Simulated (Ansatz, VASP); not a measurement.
CdTe in VASP and in Ansatz

Contents of INCAR:

```
PREC = Accurate
ENCUT = 520
EDIFF = 1E-6
ISMEAR = 1
SIGMA = 0.2
LREAL = False
LASPH = True
NELM = 100
ALGO = Normal
ISIF = 2
LWAVE = False
LCHARG = False
GGA = PE
NBANDS = 26
```

The input KPOINTS:

```
regular mesh
0
Gamma
  6 6 4
```

File POSCAR:

```
CdTe
1.0
    4.3149846324      0.0000000000      0.0000000000
   -2.1574923162      3.7368863086      0.0000000000
    0.0000000000      0.0000000000      7.0705358683
Cd Te
2 2
Direct
    0.0000000000      0.0000000000      0.0000000000
    0.0000000000      0.0000000000      0.5000000000
    0.3333333333      0.6666666667      0.2500000000
    0.6666666667      0.3333333333      0.7500000000
```

Input for Ansatz:

```yaml
crystal:
  lattice:
    - [4.3149846324, 0.0, 0.0]
    - [-2.1574923162, 3.7368863086, 0.0]
    - [0.0, 0.0, 7.0705358683]
  atoms:
    - { symbol: Cd, position: [0.0, 0.0, 0.0] }
    - { symbol: Cd, position: [0.0, 0.0, 0.5] }
    - { symbol: Te, position: [0.3333333333, 0.6666666667, 0.25] }
    - { symbol: Te, position: [0.6666666667, 0.3333333333, 0.75] }
kpoints:
  mp_grid: { grid: [6, 6, 4] }
hamiltonian:
  xc: pbe
scf:
  occupations: { method: methfessel_paxton, width: 0.2 }
  n_extra_bands: 5
output:
  forces: true
  stress: true
  eigenvalues: true
```

Alike in both runs: task single point; functional PBE; k mesh 6 × 6 × 4; occupations methfessel-paxton of order 1, width 0.2 eV; no spin polarisation.

|  | VASP | Ansatz |
| --- | --- | --- |
| version | VASP 6.6.1 | Ansatz 0.2.0 |
| potentials or method | VASP PAW PBE potentials, release 64 (Cd, Te) | plane waves |
| plane-wave cutoff (eV) | 520 | 420 |
| valence electrons in the cell | 36 | 72 |

```tsv
	VASP	Ansatz	Ansatz less VASP
pressure (GPa)	1.2	1.1	-0.17
traceless stress, the component that is largest in VASP (GPa)	-0.06	-0.07	-0.006
```

VASP's potentials hold 36 valence electrons a cell and Ansatz's 72, so a difference there can come from the potentials and not from the codes.

Neither program's run includes spin-orbit coupling.
